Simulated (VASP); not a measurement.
# V (Fm-3m) in VASP: notebook

V is run at these levels: revPBE+D3(BJ)+U; tasks: single point.

All numbers are computed with VASP 6.6.1; they aren't measurements. Logs are shortened: lines on timing, memory, paths and dates and some standing lists are left out, and cuts for length are marked.

**1. The cell of the first run**

It takes space group Fm-3m (No. 225, cubic). Conventional cell: a = 3.662 Å, b = 3.662 Å, c = 3.662 Å, α = 90.00°, β = 90.00°, γ = 90.00°. Within 3.4 Å of V (site symmetry m-3m) lie 12 V at 2.59 Å.

**2. Single point, revPBE+D3(BJ)+U, collinear spin, ferromagnetic start**

The input, INCAR:

```
SYSTEM = V
ALGO = Normal ; EDIFF = 1E-7
ENCUT = 520 ; GGA = RE
ISIF = 2 ; ISMEAR = 1
ISPIN = 2 ; IVDW = 12
LASPH = .TRUE. ; LCHARG = .TRUE.
LDAU = .TRUE. ; LDAUJ = 0
LDAUL = 2 ; LDAUPRINT = 1
LDAUTYPE = 2 ; LDAUU = 7
LELF = .TRUE. ; LMAXMIX = 4
LORBIT = 11 ; LREAL = .FALSE.
LVHAR = .TRUE. ; LWAVE = .FALSE.
MAGMOM = -1.16 ; NBANDS = 16
NELM = 150 ; PREC = Accurate
SIGMA = 0.1
```

The input, KPOINTS:

```
k-points
0
G
  12 12 12
  0 0 0
```

The input, POSCAR:

```
V
1.0
    0.0000000000      1.8312272535      1.8312272535
    1.8312272535      0.0000000000      1.8312272535
    1.8312272535      1.8312272535      0.0000000000
V
1
Direct
    0.0000000000      0.0000000000      0.0000000000
```

Potentials or basis: VASP PAW PBE potentials, release 64 (V_sv).

On the command line:

```sh
cat potpaw_PBE.64/V_sv/POTCAR > POTCAR
mpirun -np 1 vasp_std > vasp.out
```

OUTCAR:

```text
SYSTEM = V
   EDIFF = 1E-7
   ENCUT = 520
   GGA = RE
   ISIF = 2
   ISMEAR = 1
   ISPIN = 2
   IVDW = 12
   LASPH = .TRUE.
   LORBIT = 11
   LREAL = .FALSE.
   NELM = 150
   PREC = Accurate
 IVDW          = 12

 ion  position               nearest neighbor table
   1  0.000  0.000  0.000-

  LATTYP: Found a face centered cubic cell.
 ALAT       =     3.6624545070

  Lattice vectors:

 A1 = (   0.0000000000,   1.8312272535,   1.8312272535)
 A2 = (   1.8312272535,   0.0000000000,   1.8312272535)
 A3 = (   1.8312272535,   1.8312272535,   0.0000000000)

Analysis of symmetry for initial positions (statically):
=====================================================================
 Subroutine PRICEL returns:
 Original cell was already a primitive cell.

 Routine SETGRP: Setting up the symmetry group for a
 face centered cubic supercell.

 Subroutine GETGRP returns: Found 48 space group operations
 (whereof 48 operations were pure point group operations)
 out of a pool of 48 trial point group operations.

The static configuration has the point symmetry O_h .

Analysis of symmetry for dynamics (positions and initial velocities):
=====================================================================
 Subroutine PRICEL returns:
 Original cell was already a primitive cell.

 Routine SETGRP: Setting up the symmetry group for a
 face centered cubic supercell.

 Subroutine GETGRP returns: Found 48 space group operations
 (whereof 48 operations were pure point group operations)
 out of a pool of 48 trial point group operations.

The dynamic configuration has the point symmetry O_h .

Analysis of structural, dynamic, and magnetic symmetry:
=====================================================================
 Subroutine PRICEL returns:
 Original cell was already a primitive cell.

 Routine SETGRP: Setting up the symmetry group for a
 face centered cubic supercell.

 Subroutine GETGRP returns: Found 48 space group operations
 (whereof 48 operations were pure point group operations)
 out of a pool of 48 trial point group operations.

The overall configuration has the point symmetry O_h .

 Subroutine INISYM returns: Found 48 space group operations
 (whereof 48 operations are pure point group operations),
 and found     1 'primitive' translations

----------------------------------------------------------------------------------------

                                     Primitive cell

  volume of cell :      12.2817

  direct lattice vectors                    reciprocal lattice vectors
     0.000000000  1.831227254  1.831227254    -0.273040934  0.273040934  0.273040934
     1.831227254  0.000000000  1.831227254     0.273040934 -0.273040934  0.273040934
     1.831227254  1.831227254  0.000000000     0.273040934  0.273040934 -0.273040934

  length of vectors
     2.589746418  2.589746418  2.589746418     0.472920771  0.472920771  0.472920771

  position of ions in fractional coordinates (direct lattice)
     0.000000000  0.000000000  0.000000000

  ion indices of the primitive-cell ions
   primitive index   ion index
                 1           1

----------------------------------------------------------------------------------------

 KPOINTS: k-points

Automatic generation of k-mesh.
 Grid dimensions read from file:
 generate k-points for:   12   12   12

[... 53 lines left out ...]
 SYSTEM =  V
   PREC   = accura    normal or accurate (medium, high low for compatibility)
   ISTART =      0    job   : 0-new  1-cont  2-samecut
   ICHARG =      2    charge: 1-file 2-atom 10-const
   ISPIN  =      2    spin polarized calculation?
   LNONCOLLINEAR =      F non collinear calculations
   LSORBIT =      F    spin-orbit coupling
   LASPH  =      T    aspherical Exc in radial PAW
   ENCUT  =  520.0 eV  38.22 Ry    6.18 a.u.   4.82  4.82  4.82*2*pi/ulx,y,z
   NELM   =    150;   NELMIN=  2; NELMDL= -5     # of ELM steps
   EDIFF  = 0.1E-06   stopping-criterion for ELM
   LREAL  =      F    real-space projection
   EDIFFG = 0.1E-05   stopping-criterion for IOM
   NSW    =      0    number of steps for IOM
   IBRION =     -1    ionic relax: 0-MD 1-quasi-New 2-CG
   NFREE  =      0    steps in history (QN), initial steepest desc. (CG)
   ISIF   =      2    stress and relaxation
   ISYM   =      2    0-nonsym 1-usesym 2-fastsym
   POTIM  = 0.5000    time-step for ionic-motion
   TEBEG  =    0.0;   TEEND  =   0.0 temperature during run
   PSTRESS=    0.0 pullay stress
   NELECT =      13.0000    total number of electrons
   NUPDOWN=      -1.0000    fix difference up-down
   EMIN   =  10.00;   EMAX   =-10.00  energy-range for DOS
   EFERMI =   0.00;   METHOD = LEGACY
   ISMEAR =     1;   SIGMA  =   0.10  broadening in eV -4-tet -1-fermi 0-gaus
   EFERMI_NEDOS =   21; number of points for ismear=-14 and -15
   IALGO  =     38    algorithm
   IMIX   =      4    mixing-type and parameters
     AMIX     =   0.40;   BMIX     =  1.00
     AMIX_MAG =   1.60;   BMIX_MAG =  1.00
  volume/ion in A,a.u.               =      12.28        82.88
  Fermi-wavevector in a.u.,A,eV,Ry     =   1.668414  3.152844 37.873228  2.783604
  Thomas-Fermi vector in A             =   2.754265
   LORBIT       =     11    0 simple, 1 ext, 2 COOP (PROOUT), +10 PAW based schemes
 LDA+U is selected, type is set to LDAUTYPE =  2
   angular momentum for each species LDAUL =     2
   U (eV)           for each species LDAUU =   7.0
   J (eV)           for each species LDAUJ =   0.0
   GGA     = RE    functional components
   LHFCALC =     F    Hartree Fock is set to
   AEXX    =    0.0000 exact exchange contribution
   IVDW    =    12    specifies the selected vdW correction
   LEPSILON=     F    determine dielectric tensor
   LRPA    =     F    only Hartree local field effects (RPA)
 spin polarized calculation
 Methfessel and Paxton  Order N= 1 SIGMA  =   0.10
  energy-cutoff  :      520.00
  volume of cell :       12.28
 maximum number of plane-waves:       343
   NGX =  9   NGY =  9   NGZ =  9

 number of electron      12.9999992 magnetization      -0.0009659

atom =   1  type =  1  l = 2

 onsite density matrix

spin component  1

  0.3638 -0.0000 -0.0000 -0.0000 -0.0000
 -0.0000  0.3638 -0.0000 -0.0000 -0.0000
 -0.0000 -0.0000  0.1975 -0.0000 -0.0000
 -0.0000 -0.0000 -0.0000  0.3638  0.0000
 -0.0000 -0.0000 -0.0000  0.0000  0.1975

spin component  2

  0.3637 -0.0000 -0.0000 -0.0000 -0.0000
 -0.0000  0.3637 -0.0000 -0.0000 -0.0000
 -0.0000 -0.0000  0.1975 -0.0000 -0.0000
 -0.0000 -0.0000 -0.0000  0.3637  0.0000
 -0.0000 -0.0000 -0.0000  0.0000  0.1975

 occupancies and eigenvectors

  o =  0.1975  v =  0.0000 -0.0000  0.0088 -0.0000 -1.0000  0.0000  0.0000  0.0000  0.0000  0.0000      0.0000  0.0000  0.0000  0.0000  0.0000  0.0000  0.0000  0.0000  0.0000  0.0000
  o =  0.1975  v =  0.0000  0.0000  1.0000 -0.0000  0.0088  0.0000  0.0000  0.0000  0.0000  0.0000      0.0000  0.0000  0.0000  0.0000  0.0000  0.0000  0.0000  0.0000  0.0000  0.0000
  o =  0.1975  v =  0.0000  0.0000  0.0000  0.0000  0.0000  0.0000 -0.0000  0.0805  0.0000 -0.9968      0.0000  0.0000  0.0000  0.0000  0.0000  0.0000  0.0000  0.0000  0.0000  0.0000
  o =  0.1975  v =  0.0000  0.0000  0.0000  0.0000  0.0000  0.0000  0.0000  0.9968  0.0000  0.0805      0.0000  0.0000  0.0000  0.0000  0.0000  0.0000  0.0000  0.0000  0.0000  0.0000
  o =  0.3637  v =  0.0000  0.0000  0.0000  0.0000  0.0000  1.0000  0.0000  0.0000  0.0000  0.0000      0.0000  0.0000  0.0000  0.0000  0.0000  0.0000  0.0000  0.0000  0.0000  0.0000
  o =  0.3637  v =  0.0000  0.0000  0.0000  0.0000  0.0000  0.0000 -0.2420  0.0000 -0.9703  0.0000      0.0000  0.0000  0.0000  0.0000  0.0000  0.0000  0.0000  0.0000  0.0000  0.0000
  o =  0.3637  v =  0.0000  0.0000  0.0000  0.0000  0.0000  0.0000 -0.9703  0.0000  0.2420  0.0000      0.0000  0.0000  0.0000  0.0000  0.0000  0.0000  0.0000  0.0000  0.0000  0.0000
  o =  0.3638  v =  0.0000 -0.9981  0.0000 -0.0619  0.0000  0.0000  0.0000  0.0000  0.0000  0.0000      0.0000  0.0000  0.0000  0.0000  0.0000  0.0000  0.0000  0.0000  0.0000  0.0000
  o =  0.3638  v =  0.0000 -0.0619  0.0000  0.9981  0.0000  0.0000  0.0000  0.0000  0.0000  0.0000      0.0000  0.0000  0.0000  0.0000  0.0000  0.0000  0.0000  0.0000  0.0000  0.0000
  o =  0.3638  v =  1.0000  0.0000  0.0000  0.0000  0.0000  0.0000  0.0000  0.0000  0.0000  0.0000      0.0000  0.0000  0.0000  0.0000  0.0000  0.0000  0.0000  0.0000  0.0000  0.0000

 number of electron      12.9999992 magnetization       0.0002731

 Free energy of the ion-electron system (eV)
  ---------------------------------------------------
  ext. energy  EPLUGINS =         0.00000000
  ---------------------------------------------------
  free energy    TOTEN  =        -0.88825943 eV

  energy without entropy =       -0.88730131  energy(sigma->0) =       -0.88794006

 E-fermi :  12.0599     XC(G=0): -13.4015

 val. band max:       12.0582968132   @ k =   0.4167   0.1667   0.0000
 cond. band min:      12.0791334382   @ k =   0.5000   0.3333   0.0833
 fundamental gap:      0.0208366251
 Fermi energy:        12.0598531219

 spin component 1

 k-point     1 :       0.0000    0.0000    0.0000
  band No.  band energies     occupation
      1     -53.3058      1.00000
      2     -26.3721      1.00000
      3     -26.3721      1.00000
      4     -26.3721      1.00000
      5       4.1999      1.00000
      6      12.0081      0.87981
[... 895 lines left out ...]
      5       8.7983      1.00000
      6      11.2790      1.00000
[... 8 lines left out ...]
     15      41.5096      0.00000
     16      41.9979      0.00000

 [... further k-points ...]

------------------------ aborting loop because EDIFF is reached ----------------------------------------

 Edisp (eV)   -1.40294

 E8    (eV) :    -1.0131

  FORCE on cell =-STRESS in cart. coord.  units (eV):
  Direction    XX          YY          ZZ          XY          YZ          ZX
  --------------------------------------------------------------------------------------
  -------------------------------------------------------------------------------------
  Total       3.17466     3.17466     3.17466    -0.00000    -0.00000     0.00000
  in kB     414.14385   414.14385   414.14385    -0.00000    -0.00000     0.00000
  external pressure =      414.14 kB  Pullay stress =        0.00 kB

 VOLUME and BASIS-vectors are now :
 -----------------------------------------------------------------------------
  energy-cutoff  :      520.00
  volume of cell :       12.28
      direct lattice vectors                 reciprocal lattice vectors
     0.000000000  1.831227254  1.831227254    -0.273040934  0.273040934  0.273040934
     1.831227254  0.000000000  1.831227254     0.273040934 -0.273040934  0.273040934
     1.831227254  1.831227254  0.000000000     0.273040934  0.273040934 -0.273040934

 POSITION                                       TOTAL-FORCE (eV/Angst)
 -----------------------------------------------------------------------------------
      0.00000      0.00000      0.00000         0.000000      0.000000      0.000000
 -----------------------------------------------------------------------------------
    total drift:                                0.000000      0.000000      0.000000

  FREE ENERGIE OF THE ION-ELECTRON SYSTEM (eV)
  ---------------------------------------------------
  free  energy   TOTEN  =        -2.2911973038 eV

  energy  without entropy=       -2.2902391886  energy(sigma->0) =       -2.29087793

 total charge

# of ion       s       p       d       tot
------------------------------------------
    1        2.404   6.353   2.943  11.700

 magnetization (x)

# of ion       s       p       d       tot
------------------------------------------
    1        0.000   0.000   0.000   0.000
```

Wall time 38 s (1 thread of Intel Xeon 6975P-C (Granite Rapids), shared host); peak memory 0.15 GiB.

What came out:

```
Free energy                                           : -2.2912 eV
Pressure                                              : 41.4 GPa
Net moment                                            : 0.00 μB per cell
Valence electrons inside the program's atomic spheres : V 11.70
Dispersion energy per atom                            : -1.403 eV
```

Eigenvalues of the final occupation matrices:
```csv
site,spin,trace,eigenvalues
site 1 d,1,1.49,0.20 0.20 0.36 0.36 0.36
site 1 d,2,1.49,0.20 0.20 0.36 0.36 0.36
```

Caveat: three body term missing; the PAW data sets were made with another functional, which shifts forces and pressure a little; pairwise dispersion overbinds metals, which lowers pressure and volume; the U is typed as a test and isn't derived for this compound. The state reached can hang on the start; a lower one may exist.

**3. Single point, revPBE+D3(BJ)+U, collinear spin, ferromagnetic start**

This run uses another cell than the first one, of 12.54 Å³/atom, 1.021 times its volume.

The input, INCAR:

```
SYSTEM = V
ALGO = Normal ; EDIFF = 1E-7
ENCUT = 520 ; GGA = RE
ISIF = 2 ; ISMEAR = 1
ISPIN = 2 ; IVDW = 12
LASPH = .TRUE. ; LCHARG = .FALSE.
LDAU = .TRUE. ; LDAUJ = 0
LDAUL = 2 ; LDAUPRINT = 1
LDAUTYPE = 2 ; LDAUU = 7
LMAXMIX = 4 ; LORBIT = 11
LREAL = .FALSE. ; LWAVE = .FALSE.
MAGMOM = -1.16 ; NBANDS = 16
NELM = 150 ; PREC = Accurate
SIGMA = 0.1
```

KPOINTS is that of step 2.

The input, POSCAR:

```
V
1.0
    0.0000000000      1.8441236450      1.8441236450
    1.8441236450      0.0000000000      1.8441236450
    1.8441236450      1.8441236450      0.0000000000
V
1
Direct
    0.0000000000      0.0000000000      0.0000000000
```

Potentials or basis: VASP PAW PBE potentials, release 64 (V_sv).

On the command line:

```sh
cat potpaw_PBE.64/V_sv/POTCAR > POTCAR
mpirun -np 1 vasp_std > vasp.out
```

Run time: 36 s. Hardware: 1 thread of Intel Xeon 6975P-C (Granite Rapids), shared host; peak memory 0.15 GiB.

Results (log left out):

| Item | Value |
| --- | --- |
| Free energy | -2.3536 eV |
| Pressure | 34.9 GPa |
| Net moment | 0.00 μB per cell |
| Valence electrons inside the program's atomic spheres | V 11.65 |
| Dispersion energy per atom | -1.373 eV |

Levels at points of the mesh, in eV from the Fermi level:
Spin up:
| k point | band 3 | band 4 | band 5 | band 6 | band 7 | band 8 | band 9 | band 10 |
| --- | --- | --- | --- | --- | --- | --- | --- | --- |
| (0.00, 0.00, 0.00) | -38.52 | -38.52 | -7.82 | -0.06 | -0.06 | -0.06 | 3.09 | 3.09 |
| (0.50, 0.00, 0.00) | -38.65 | -38.65 | -3.98 | 0.32 | 0.37 | 0.37 | 3.78 | 3.78 |
| (0.50, 0.50, 0.00) | -38.89 | -38.89 | -3.38 | -3.19 | 3.15 | 3.57 | 3.57 | 4.40 |
Spin down:
| k point | band 3 | band 4 | band 5 | band 6 | band 7 | band 8 | band 9 | band 10 |
| --- | --- | --- | --- | --- | --- | --- | --- | --- |
| (0.00, 0.00, 0.00) | -38.52 | -38.52 | -7.82 | -0.06 | -0.06 | -0.06 | 3.09 | 3.09 |
| (0.50, 0.00, 0.00) | -38.65 | -38.65 | -3.98 | 0.32 | 0.37 | 0.37 | 3.78 | 3.78 |
| (0.50, 0.50, 0.00) | -38.89 | -38.89 | -3.38 | -3.19 | 3.15 | 3.57 | 3.57 | 4.40 |

Eigenvalues of the final occupation matrices:
| site | spin | trace | eigenvalues |
| --- | --- | --- | --- |
| site 1 d | 1 | 1.47 | 0.19 0.19 0.36 0.36 0.36 |
| site 1 d | 2 | 1.47 | 0.19 0.19 0.36 0.36 0.36 |

Caveat: three body term missing; the PAW data sets were made with another functional, which shifts forces and pressure a little; pairwise dispersion overbinds metals, which lowers pressure and volume; the U is typed as a test and isn't derived for this compound.

[end of part 1 of 2]
